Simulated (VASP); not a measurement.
# B5P in VASP: a series of runs, part 2 of 2

VASP 6.6.1. Earlier steps stand in the parts before.

**4. Relaxation of cell and atoms, PBE**

This run uses another cell than the first one, of 10.17 Å³/atom.

INCAR reads:

```
  PREC = Accurate
  ENCUT = 500
  EDIFF = 1E-7
  ISMEAR = 0
  SIGMA = 0.2
  LREAL = F
  LASPH = T
  NELM = 120
  ALGO = Normal
  ISIF = 3
  LWAVE = F
  LCHARG = F
  GGA = PE
  IBRION = 2
  NSW = 36
  EDIFFG = -0.08
  GGA_COMPAT = F
  NELMIN = 4
```

KPOINTS reads:

```
regular mesh
0
Gamma
  5 5 4
```

POSCAR reads:

```
B5P
1.0
    4.0706294700      0.0000000000      0.0000000000
   -2.0353147400      3.5252685300      0.0000000000
    0.0000000000      0.0000000000      4.2514941100
B P
5 1
Direct
    0.6666666700      0.3333333300      0.7451463800
    0.6666666700      0.3333333300      0.2548536200
    0.0000000000      0.0000000000      0.2111353400
    0.0000000000      0.0000000000      0.7888646600
    0.3333333300      0.6666666700      0.5000000000
    0.3333333300      0.6666666700      0.0000000000
```

Potentials or basis: VASP PAW PBE potentials, release 64 (B, P).

Launch:

```bash
> cat potpaw_PBE.64/B/POTCAR potpaw_PBE.64/P/POTCAR > POTCAR
> mpirun -np 1 vasp_std > vasp.out
```

OUTCAR:

```text
PREC = Accurate
   ENCUT = 500
   EDIFF = 1E-7
   ISMEAR = 0
   LREAL = F
   LASPH = T
   NELM = 120
   ISIF = 3
   GGA = PE
   IBRION = 2
   NSW = 36
   EDIFFG = -0.08
   NELMIN = 4

 ion  position               nearest neighbor table
   1  0.667  0.333  0.745-   2 2.08   2 2.17
   2  0.667  0.333  0.255-   1 2.08   1 2.17
   3  0.000  0.000  0.211-   4 1.80   6 2.52   6 2.52   6 2.52
   4  0.000  0.000  0.789-   3 1.80   6 2.52   6 2.52   6 2.52
   5  0.333  0.667  0.500-   6 2.13   6 2.13
   6  0.333  0.667  0.000-   5 2.13   5 2.13   3 2.52   4 2.52   3 2.52   4 2.52   3 2.52   4 2.52

  LATTYP: Found a hexagonal cell.
 ALAT       =     4.0706294700
 C/A-ratio  =     1.0444316147

  Lattice vectors:

 A1 = (   4.0706294700,   0.0000000000,   0.0000000000)
 A2 = (  -2.0353147400,   3.5252685300,   0.0000000000)
 A3 = (   0.0000000000,   0.0000000000,   4.2514941100)

Analysis of symmetry for initial positions (statically):
=====================================================================
 Subroutine PRICEL returns:
 Original cell was already a primitive cell.

 Routine SETGRP: Setting up the symmetry group for a
 hexagonal supercell.

 Subroutine GETGRP returns: Found 12 space group operations
 (whereof 12 operations were pure point group operations)
 out of a pool of 24 trial point group operations.

The static configuration has the point symmetry D_3h.

Analysis of symmetry for dynamics (positions and initial velocities):
=====================================================================
 Subroutine PRICEL returns:
 Original cell was already a primitive cell.

 Routine SETGRP: Setting up the symmetry group for a
 hexagonal supercell.

 Subroutine GETGRP returns: Found 12 space group operations
 (whereof 12 operations were pure point group operations)
 out of a pool of 24 trial point group operations.

The dynamic configuration has the point symmetry D_3h.

 Subroutine INISYM returns: Found 12 space group operations
 (whereof 12 operations are pure point group operations),
 and found     1 'primitive' translations

[... 146 lines left out ...]
  FORCE on cell =-STRESS in cart. coord.  units (eV):
  Direction    XX          YY          ZZ          XY          YZ          ZX
  --------------------------------------------------------------------------------------
  -------------------------------------------------------------------------------------
  Total       -9.3486215     -9.3486215    -10.5209984      0.0000000      0.0000000      0.0000000
  in kB     -245.5063910   -245.5063910   -276.2944622      0.0000003      0.0000000      0.0000000
  external PRESSURE =    -255.7690814 kB  Pullay stress =       0.0000000 kB
[... 101 lines left out ...]
  FREE ENERGIE OF THE ION-ELECTRON SYSTEM (eV)
  ---------------------------------------------------
  free  energy   TOTEN  =       -29.0266049317 eV

  energy  without entropy=      -28.9975135112  energy(sigma->0) =      -29.01205922

 E-fermi :  10.0103     XC(G=0): -12.5274

 val. band max:        9.8990027779   @ k =   0.2000   0.0000   0.0000
 cond. band min:      10.0607395953   @ k =   0.2000   0.0000   0.5000
 fundamental gap:      0.1617368174
 Fermi energy:        10.0102648445

 k-point     1 :       0.0000    0.0000    0.0000
  band No.  band energies     occupation
      1      -8.1632      2.00000
      2       0.1094      2.00000
      3       0.3467      2.00000
      4       3.9168      2.00000
      5       3.9168      2.00000
      6       4.7073      2.00000
      7       4.7073      2.00000
      8       4.9403      2.00000
      9       7.1942      2.00000
     10       9.1158      2.00000
     11      10.9912      0.00000
     12      11.1709      0.00000
     13      11.1709      0.00000
     14      12.6863      0.00000
[... 224 lines left out ...]
      1      -4.2227      2.00000
      2      -2.1768      2.00000
      3      -1.8397      2.00000
      4      -1.3328      2.00000
      5       0.1899      2.00000
      6       0.8032      2.00000
      7       7.4994      2.00000
      8       7.9465      2.00000
      9      11.6770      0.00000
     10      11.8234      0.00000
     11      12.1010      0.00000
     12      12.2252      0.00000
     13      13.1610      0.00000
     14      14.8584      0.00000

[... ionic steps 4 to 13 ...]

--------------------------------------- Ionic step       14  -------------------------------------------

 number of electron      20.0000000 magnetization

------------------------ aborting loop because EDIFF is reached ----------------------------------------
[... 75 lines left out ...]
--------------------------------------- Ionic step       16  -------------------------------------------

 number of electron      20.0000000 magnetization

 Free energy of the ion-electron system (eV)
  ---------------------------------------------------
  ext. energy  EPLUGINS =         0.00000000
  ---------------------------------------------------
  free energy    TOTEN  =       -29.34404131 eV

  energy without entropy =      -29.31275773  energy(sigma->0) =      -29.32839952

 E-fermi :   9.9897     XC(G=0): -12.5244

 val. band max:        9.8997794990   @ k =   0.2000   0.0000   0.0000
 cond. band min:       9.9982303780   @ k =   0.2000   0.0000   0.5000
 fundamental gap:      0.0984508790
 Fermi energy:         9.9896937795

 k-point     1 :       0.0000    0.0000    0.0000
  band No.  band energies     occupation
      1      -8.1543      2.00000
      2       0.1116      2.00000
      3       0.3325      2.00000
      4       3.9141      2.00000
      5       3.9141      2.00000
      6       4.7036      2.00000
      7       4.7036      2.00000
      8       4.9390      2.00000
      9       7.1497      2.00000
     10       9.1063      2.00000
     11      10.9740      0.00000
     12      11.1687      0.00000
     13      11.1687      0.00000
     14      12.6739      0.00000
[... 269 lines left out ...]
  FREE ENERGIE OF THE ION-ELECTRON SYSTEM (eV)
  ---------------------------------------------------
  free  energy   TOTEN  =       -29.3440413098 eV

  energy  without entropy=      -29.3127577291  energy(sigma->0) =      -29.32839952

 reached required accuracy - stopping structural energy minimisation
```

Wall time 2 min (1 thread of Intel Xeon Platinum 8488C (Sapphire Rapids), shared host); peak memory 0.17 GiB.

What came out:

| Item | Value |
| --- | --- |
| Free energy | -29.3440 eV |
| Relaxed volume | 7.42 Å³/atom |
| Relaxed cell | a = 3.651 Å, b = 3.651 Å, c = 3.857 Å, α = 90.00°, β = 90.00°, γ = 120.00° |
| Space group after relaxing (to 0.1 Å) | P6/mmm (No. 191) |
| Energy gained by relaxing | 336.3 meV/atom |
| Ionic steps | 16 |
| Pressure after relaxing | 0.1 GPa |
| Largest force after relaxing | 0.014 eV/Å |

Forces in eV/Å, atoms in the order of the input:
```
B    0.000  0.000  0.003
B    0.000  0.000 -0.003
B    0.000  0.000  0.014
B    0.000  0.000 -0.014
B    0.000  0.000  0.000
P    0.000  0.000  0.000
```

Stress tensor (GPa, compression positive):
```
-0.43  0.00  0.00
 0.00 -0.43  0.00
 0.00  0.00  1.28
```

The path:
| step | energy change (eV) | largest force (eV/Å) | pressure (GPa) | volume (Å³) |
| --- | --- | --- | --- | --- |
| 1 | 0.0000 | 1.0766 | -25.58 | 61.01 |
| 2 | -1.6553 | 1.8559 | -4.74 | 47.77 |
| 3 | -1.7006 | 2.1376 | 0.83 | 45.98 |
| 4 | -1.9590 | 0.8787 | 4.73 | 43.83 |
| 5 | -1.9709 | 0.5693 | 3.43 | 44.19 |
| 6 | -1.9901 | 0.1192 | -2.20 | 45.12 |
| 7 | -1.9970 | 0.1160 | -0.40 | 44.80 |
| 8 | -1.9970 | 0.1166 | -0.33 | 44.79 |
| 9 | -2.0005 | 0.1323 | -0.23 | 44.74 |
| 10 | -2.0083 | 0.1894 | 0.21 | 44.57 |
| 11 | -2.0026 | 0.2188 | 1.82 | 44.25 |
| 12 | -2.0101 | 0.2192 | 0.55 | 44.48 |
| 13 | -2.0121 | 0.1914 | 0.45 | 44.49 |
| 14 | -2.0166 | 0.1032 | 0.22 | 44.51 |
| 15 | -2.0161 | 0.1335 | 0.21 | 44.55 |
| 16 | -2.0181 | 0.0141 | 0.14 | 44.52 |

Final structure:
```
B P
1.0
     3.65098    0.00000    0.00000
    -1.82549    3.16184    0.00000
     0.00000    0.00000    3.85704
B P
5 1
Direct
  0.66667 0.33333 0.73797
  0.66667 0.33333 0.26203
  0.00000 0.00000 0.26082
  0.00000 0.00000 0.73918
  0.33333 0.66667 0.50000
  0.33333 0.66667 0.00000
```

Caveat: the k points lie up to 0.41 Å⁻¹ apart in the final cell; the volume moved by over 15 % at a fixed basis, so the end points are rough; the highest band is partly filled, so the run has too few bands.

**5. Single point, PBE**

This run uses another cell than the first one, of 9.59 Å³/atom.

INCAR reads:

```
SYSTEM = B5P
  PREC = Accurate
  ENCUT = 500
  EDIFF = 1E-6
  ISMEAR = 0
  SIGMA = 0.2
  LREAL = .FALSE.
  LASPH = .TRUE.
  NELM = 120
  ALGO = Normal
  ISIF = 2
  LWAVE = .FALSE.
  LCHARG = .TRUE.
  GGA = PE
  LELF = .TRUE.
  LVHAR = .TRUE.
  NBANDS = 19
  GGA_COMPAT = .FALSE.
```

KPOINTS reads:

```
regular mesh
0
G
  6 6 2
  0 0 0
```

POSCAR reads:

```
B5P
1.0
    3.3223758508      0.0000000000      0.0000000000
   -1.6611879254      2.8772618877      0.0000000000
    0.0000000000      0.0000000000      6.0217671064
B P
5 1
Direct
    0.5000000000      0.0000000000      0.0000000000
    0.0000000000      0.5000000000      0.0000000000
    0.5000000000      0.5000000000      0.0000000000
    0.0000000000      0.0000000000      0.8015462752
    0.0000000000      0.0000000000      0.1984537248
    0.0000000000      0.0000000000      0.5000000000
```

Launch:

```bash
> cat potpaw_PBE.64/B/POTCAR potpaw_PBE.64/P/POTCAR > POTCAR
> mpirun -np 1 vasp_std > vasp.out
```

It took 13 s on 1 thread of Intel Xeon 8259CL, shared host; peak memory 0.16 GiB.

It converged, with:

```yaml
Free_energy: -33.8625 eV
Pressure: -0.1 GPa
Largest_force: 0.038 eV/Å
Band_gap_on_the_k_mesh: zero (bands 10 and 11 overlap by 2.78 eV)
```

Forces in eV/Å, atoms in the order of the input:
```
B    0.000  0.000  0.000
B    0.000  0.000  0.000
B    0.000  0.000  0.000
B    0.000  0.000 -0.038
B    0.000  0.000  0.038
P    0.000  0.000  0.000
```

Stress tensor (GPa, compression positive):
```
-0.19  0.00  0.00
 0.00 -0.19  0.00
 0.00  0.00  0.21
```

Levels at points of the mesh, in eV from the Fermi level:
```
           k point  band 6  band 7  band 8  band 9  band 10  band 11  band 12  band 13  band 14  band 15
(0.00, 0.00, 0.00)   -5.97   -4.73    0.12    1.29     1.29     1.32     1.66     1.66     2.49     2.49
(0.50, 0.00, 0.00)   -6.47   -6.36   -4.29   -2.37    -0.63     0.16     2.81     3.52     4.58     5.27
(0.00, 0.00, 0.50)   -5.94   -5.94   -0.05   -0.05     0.41     2.48     2.53     2.53     4.92     4.92
(0.50, 0.00, 0.50)   -6.43   -6.41   -4.36   -2.54    -1.79     0.48     2.55     2.88     5.27     5.51
```

Caveat: the k points lie up to 0.52 Å⁻¹ apart, too coarse for converged energies and pressures of a metal.

**6. Relaxation of cell and atoms, PBE**

This run uses another cell than the first one, of 10.94 Å³/atom.

INCAR reads:

```
PREC = Accurate
ENCUT = 500
EDIFF = 1E-7
ISMEAR = 0
SIGMA = 0.2
LREAL = F
LASPH = T
NELM = 120
ALGO = Normal
ISIF = 3
LWAVE = F
LCHARG = F
GGA = PE
IBRION = 2
NSW = 36
EDIFFG = -0.08
GGA_COMPAT = F
NELMIN = 4
```

KPOINTS reads:

```
Automatic mesh
0
Gamma
  6 6 2
```

POSCAR reads:

```
B5P
1.0
    3.1551862000      0.0000000000      0.0000000000
   -1.5775931000      2.7324714000      0.0000000000
    0.0000000000      0.0000000000      7.6151430900
B P
5 1
Direct
    0.5000000000      0.0000000000      0.0000000000
    0.0000000000      0.5000000000      0.0000000000
    0.5000000000      0.5000000000      0.0000000000
    0.0000000000      0.0000000000      0.7434341800
    0.0000000000      0.0000000000      0.2565658200
    0.0000000000      0.0000000000      0.5000000000
```

Potentials or basis: VASP PAW PBE potentials, release 64 (B, P).

Launch:

```bash
> cat potpaw_PBE.64/B/POTCAR potpaw_PBE.64/P/POTCAR > POTCAR
> mpirun -np 1 vasp_std > vasp.out
```

Wall time 3.2 min (1 thread of Intel Xeon 8259CL, shared host); peak memory 0.18 GiB.

The run converged. Its results:

```yaml
Free_energy: -33.8661 eV
Relaxed_volume: 9.60 Å³/atom
Relaxed_cell: a = 3.324 Å, b = 3.324 Å, c = 6.022 Å, α = 90.00°, β = 90.00°, γ = 120.00°
Space_group_after_relaxing_to_0.1_Å: P6/mmm (No. 191)
Energy_gained_by_relaxing: 757.4 meV/atom
Ionic_steps: 12
Pressure_after_relaxing: -0.1 GPa
Largest_force_after_relaxing: 0.039 eV/Å
Band_gap_on_the_k_mesh: zero (bands 10 and 11 overlap by 2.77 eV)
```

Forces in eV/Å, atoms in the order of the input:
```
B    0.000  0.000  0.000
B    0.000  0.000  0.000
B    0.000  0.000  0.000
B    0.000  0.000  0.039
B    0.000  0.000 -0.039
P    0.000  0.000  0.000
```

Stress tensor (GPa, compression positive):
```
-0.37  0.00  0.00
 0.00 -0.37  0.00
 0.00  0.00  0.40
```

The path:
```csv
step,energy change (eV),largest force (eV/Å),pressure (GPa),volume (Å³)
1,0.0000,2.0276,6.19,65.65
2,-1.7511,2.9832,-11.11,69.40
3,-1.1547,2.6467,-17.89,76.19
4,-2.6071,2.8099,-19.75,73.17
5,-3.1902,2.0668,-18.48,70.10
6,-3.2396,1.5596,-17.40,68.90
7,-4.0816,0.4396,-12.61,63.78
8,-4.4606,0.8171,-4.35,59.13
9,-4.4751,1.1298,-1.77,58.07
10,-4.4747,1.0683,-2.29,58.27
11,-4.5325,0.4412,-1.09,57.88
12,-4.5445,0.0388,-0.11,57.61
```

Final structure:
```
B P
1.0
     3.32370    0.00000    0.00000
    -1.66185    2.87841    0.00000
     0.00000    0.00000    6.02153
B P
5 1
Direct
  0.50000 0.00000 0.00000
  0.00000 0.50000 0.00000
  0.50000 0.50000 0.00000
  0.00000 0.00000 0.80114
  0.00000 0.00000 0.19886
  0.00000 0.00000 0.50000
```

Levels at points of the mesh, in eV from the Fermi level:
| k point | band 7 | band 8 | band 9 | band 10 | band 11 | band 12 | band 13 | band 14 |
| --- | --- | --- | --- | --- | --- | --- | --- | --- |
| (0.00, 0.00, 0.00) | -4.74 | 0.12 | 1.28 | 1.28 | 1.35 | 1.66 | 1.66 | 2.49 |
| (0.50, 0.00, 0.00) | -6.35 | -4.29 | -2.37 | -0.62 | 0.16 | 2.83 | 3.53 | 4.57 |
| (0.00, 0.00, 0.50) | -5.91 | -0.06 | -0.06 | 0.42 | 2.49 | 2.53 | 2.53 | 4.94 |
| (0.50, 0.00, 0.50) | -6.39 | -4.35 | -2.53 | -1.79 | 0.48 | 2.56 | 2.88 | 5.49 |

Caveat: the k points lie up to 0.52 Å⁻¹ apart in the final cell, too coarse for converged energies and pressures of a metal; a cell axis changed by over 15 % at a fixed basis, so the end point is rough; the relaxation stopped at a loose force limit of 0.08 eV/Å, so its end isn't a converged minimum.

**7. Summary**

| task | cell | k mesh | gap on the mesh (eV) | pressure (GPa) | relaxed volume (Å³/atom) | largest force (eV/Å) |
| --- | --- | --- | --- | --- | --- | --- |
| relaxation of cell and atoms | relaxed from a = 4.477, b = 4.477, c = 3.676 Å, angles 90.0, 90.0, 120.0°, 6 atoms, atomic positions A | 4 × 4 × 4 | - | -0.1 | 7.69 | - |
| relaxation of cell and atoms | relaxed from a = 3.324, b = 3.324, c = 6.189 Å, angles 90.0, 90.0, 120.0°, 6 atoms, atomic positions B | 6 × 6 × 3 | none | 0.1 | 8.39 | 0.02 |
| relaxation of cell and atoms | relaxed from a = 4.071, b = 4.071, c = 4.251 Å, angles 90.0, 90.0, 120.0°, 6 atoms, atomic positions C | 5 × 5 × 4 | - | 0.1 | 7.42 | 0.01 |
| single point | a = 3.322, b = 3.322, c = 6.022 Å, angles 90.0, 90.0, 120.0°, 6 atoms, atomic positions D | 6 × 6 × 2 | none | -0.1 | - | 0.04 |
| relaxation of cell and atoms | relaxed from a = 3.155, b = 3.155, c = 7.615 Å, angles 90.0, 90.0, 120.0°, 6 atoms, atomic positions E | 6 × 6 × 2 | none | -0.1 | 9.60 | 0.04 |

Alike in all rows: level PBE; potentials or basis VASP PAW PBE potentials, release 64 (B, P); no spin polarisation; cutoff (eV) 500; smearing gaussian 0.2 eV.

Caveats: all runs use coarse meshes; the volume moved by over 15 % at a fixed basis, so the end points are rough (at least some runs); the highest band is partly filled, so the run has too few bands (at least some runs); a cell axis changed by over 15 % at a fixed basis, so the end point is rough (at least some runs); the relaxation stopped at a loose force limit of 0.08 eV/Å, so its end isn't a converged minimum (at least some runs).

Absolute energies hang on the potentials; compare differences alone.
